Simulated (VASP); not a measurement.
TaN, 4 atoms in the cell. Symmetry: I4_1md, No. 109, tetragonal system. The conventional cell has a = 2.916 Å, b = 2.916 Å, c = 10.295 Å, α = 90.00°, β = 90.00°, γ = 90.00°. Ta (site symmetry 2mm) has 6 N at 2.23 to 2.27 Å within 2.9 Å. Within 2.9 Å of N (site symmetry 2mm) lie 6 Ta at 2.23 to 2.27 Å. 

* Program: VASP 6.6.1
* Task: single point
* Functional: PBE
* Potentials or basis: VASP PAW PBE potentials, release 64 (Ta_pv, N)
* Cutoff: 520 eV
* k mesh: 8 × 8 × 8
* Occupations: gaussian, width 0.1 eV
* Spin: no spin polarisation
* Dipole correction: no
* Further INCAR settings: ALGO = Normal; EDIFF = 1e-07; NBANDS = 24

Potentials or basis: VASP PAW PBE potentials, release 64 (Ta_pv, N).

Run with:

```bash
$ cat potpaw_PBE.64/Ta_pv/POTCAR potpaw_PBE.64/N/POTCAR > POTCAR
$ mpirun -np 1 vasp_std > vasp.out
```

Hardware: 1 thread of Intel(R) Xeon(R) Platinum 8488C (Sapphire Rapids) (shared host).

Task: Estimate the wall time of this run.

Result: It took 2.1 min on 1 thread of Intel(R) Xeon(R) Platinum 8488C (Sapphire Rapids) (shared host), peak memory 0.28 GiB. Counts: scf iterations 14, k points 59.
